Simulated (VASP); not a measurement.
Runs of VASP 6.6.1 on AlN. The structure is that of space group P4/mmm (No. 123), or close to it. The cells are those of the table. 

| task | cell | k mesh | gap on the mesh (eV) | pressure (GPa) | relaxed volume (Å³/atom) |
| --- | --- | --- | --- | --- | --- |
| relaxation of cell and atoms | relaxed from a = 2.444, b = 2.444, c = 4.241 Å, 2 atoms | 6 × 6 × 3 | none | 0.0 | (a) |
| relaxation of cell and atoms | relaxed from a = 2.640, b = 2.640, c = 3.634 Å, 2 atoms | 5 × 5 × 4 | none | -0.2 | 20.83 |
| relaxation of cell and atoms | relaxed from a = 2.725, b = 2.725, c = 3.524 Å, 2 atoms | 5 × 5 × 4 | none | -0.8 | - |
| single point | a = 2.692, b = 2.692, c = 4.352 Å, 2 atoms | 5 × 5 × 4 | 1.06 | -0.2 | - |

Alike in all rows: level PBE; potentials or basis VASP PAW PBE potentials, release 64 (Al, N); no spin polarisation; cutoff (eV) 600; smearing gaussian 0.15 eV.

Q: Fill in the values left out.

A: (a) 19.00.

Caveats: all runs use coarse meshes; the volume moved by over 15 % at a fixed basis, so the end points are rough (some runs).

A k mesh can miss the band edges.

A gap of «none» marks levels without a gap at the run's occupations.
